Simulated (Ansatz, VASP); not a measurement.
## Two plane-wave programs on CsOs

INCAR

```
SYSTEM = CsOs
PREC = Accurate
ENCUT = 600
EDIFF = 1E-6
ISMEAR = 0
SIGMA = 0.1
LREAL = .FALSE.
LASPH = .TRUE.
NELM = 80
ALGO = Normal
ISIF = 3
LWAVE = .FALSE.
LCHARG = .FALSE.
GGA = PE
IBRION = 2
NSW = 100
EDIFFG = -0.01
```

KPOINTS

```
Automatic mesh
0
G
  14 14 14
  0 0 0
```

The input POSCAR:

```
CsOs
1.0
    3.9224114749      0.0000000000      0.0000000000
    0.0000000000      3.9224114749      0.0000000000
    0.0000000000      0.0000000000      3.9224114749
Cs Os
1 1
Direct
    0.0000000000      0.0000000000      0.0000000000
    0.5000000000      0.5000000000      0.5000000000
```

Input for Ansatz:

```yaml
crystal:
  lattice:
    - [3.9224114749, 0.0, 0.0]
    - [0.0, 3.9224114749, 0.0]
    - [0.0, 0.0, 3.9224114749]
  atoms:
    - { symbol: Cs, position: [0.0, 0.0, 0.0] }
    - { symbol: Os, position: [0.5, 0.5, 0.5] }
basis:
  ecutwfc: 420
kpoints:
  mp_grid: { grid: [14, 14, 14] }
hamiltonian:
  xc: pbe
scf:
  occupations: { method: gaussian, width: 0.1 }
output:
  forces: true
  stress: true
  eigenvalues: true
relax:
  adjacent_minimum: "off"
  f_tol: 0.01
  max_steps: 80
  cell: { stress_tol: 0.05 }
```

Alike in both runs: task relaxation of cell and atoms; functional PBE; k mesh 14 × 14 × 14; occupations gaussian, width 0.1 eV; no spin polarisation.

|  | VASP | Ansatz |
| --- | --- | --- |
| version | VASP 6.6.1 | Ansatz 0.2.0 |
| potentials or method | VASP PAW PBE potentials, release 64 (Cs_sv, Os), cutoff 600 eV | scalar-relativistic, plane waves, PAW |
| valence electrons in the cell | 17 | 25 |

|  | VASP | Ansatz | Ansatz less VASP |
| --- | --- | --- | --- |
| gap on the k mesh at the Fermi level, each at its own relaxed structure (eV) | none | none | - |
| relaxed volume (Å³/atom) | 26.41 | 25.73 | -0.679 |
| relaxed length of the cell vector where the two differ most in proportion (Å) | 3.752 | 3.720 | -0.0324 |

A gap of «none» marks a metal or a gap that the smearing closes. VASP's potentials hold 17 valence electrons a cell and Ansatz's 25, so a difference there can come from the potentials and not from the codes.

Spin-orbit coupling is off throughout.
